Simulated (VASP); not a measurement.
Crystal: Zn2SnN3.

```
CELL_PARAMETERS angstrom
2.58031 1.48974 4.09741
-2.58031 1.48974 4.09741
0.00000 -2.97949 4.09741
ATOMIC_POSITIONS crystal
Zn 0.37657 0.37657 0.37657
Zn 0.62343 0.62343 0.62343
Sn 0.00000 0.00000 0.00000
N 0.80704 0.80704 0.80704
N 0.19296 0.19296 0.19296
N 0.50000 0.50000 0.50000
```

The cell was generated, and may not be a known phase.

| Quantity | Value |
| --- | --- |
| Program | VASP 6.6.1 |
| Task | relaxation of cell and atoms |
| Functional | PBE |
| Potentials or basis | VASP PAW PBE potentials, release 64 (Zn, Sn_d, N) |
| Cutoff | 600 eV |
| k mesh | 6 × 6 × 6 |
| Occupations | gaussian, width 0.1 eV |
| Spin | no spin polarisation |

At the start: pressure 12.4 GPa; volume 15.75 Å³/atom.

Task: Where does the relaxation end?

Result: Over 49 steps the energy falls by 877.7 meV/atom and the volume is 21.03 Å³/atom (+33.5 %); space group R-3m (No. 166, to 0.1 Å) before and after.

The path:
| step | energy change (eV) | largest force (eV/Å) | pressure (GPa) | volume (Å³) |
| --- | --- | --- | --- | --- |
| 1 | 0.0000 | 13.6369 | 12.38 | 94.50 |
| 3 | -1.2891 | 1.5741 | -10.85 | 107.61 |
| 5 | -2.9785 | 1.7112 | -10.14 | 99.83 |
| 7 | -3.0206 | 1.8077 | -8.93 | 99.01 |
| 9 | -3.9794 | 0.4145 | -0.20 | 91.95 |
| 11 | -4.0211 | 0.6285 | 1.39 | 91.95 |
| 13 | -4.0513 | 0.2644 | 1.36 | 93.21 |
| 15 | -4.0860 | 0.4315 | 1.07 | 96.48 |
| 17 | -4.1028 | 0.0555 | -0.93 | 100.03 |
| 19 | -4.1432 | 0.2783 | -0.66 | 103.06 |
| 21 | -5.1481 | 0.6806 | 4.08 | 115.95 |
| 23 | -5.1479 | 0.6193 | 4.47 | 116.25 |
| 25 | -5.1492 | 0.6237 | 4.68 | 116.64 |
| 27 | -5.1559 | 0.6037 | 4.55 | 116.82 |
| 29 | -5.1828 | 0.5161 | 3.91 | 117.61 |
| 31 | -5.2469 | 0.2089 | 1.53 | 120.82 |
| 33 | -5.2543 | 0.3728 | 0.44 | 122.54 |
| 35 | -5.2557 | 0.2917 | 0.40 | 122.55 |
| 37 | -5.2576 | 0.3555 | 0.00 | 123.68 |
| 39 | -5.2605 | 0.1653 | 0.23 | 123.43 |
| 41 | -5.2632 | 0.1150 | 0.54 | 124.22 |
| 43 | -5.2650 | 0.1167 | 0.13 | 125.22 |
| 45 | -5.2656 | 0.0759 | 0.00 | 125.69 |
| 47 | -5.2659 | 0.0398 | -0.08 | 126.10 |
| 49 | -5.2660 | 0.0120 | 0.08 | 126.20 |

Final structure:
```
CELL_PARAMETERS angstrom
3.19110 1.84238 3.57749
-3.19110 1.84238 3.57749
0.00000 -3.68477 3.57749
ATOMIC_POSITIONS crystal
Zn 0.33709 0.33709 0.33709
Zn 0.66291 0.66291 0.66291
Sn 0.00000 0.00000 0.00000
N 0.82749 0.82749 0.82749
N 0.17251 0.17251 0.17251
N 0.50000 0.50000 0.50000
```

Caveat: the volume moved by over 15 % at a fixed basis, so the end points are rough; an odd number of electrons without spin polarisation forces a metal; a magnetic or distorted state may lie lower.
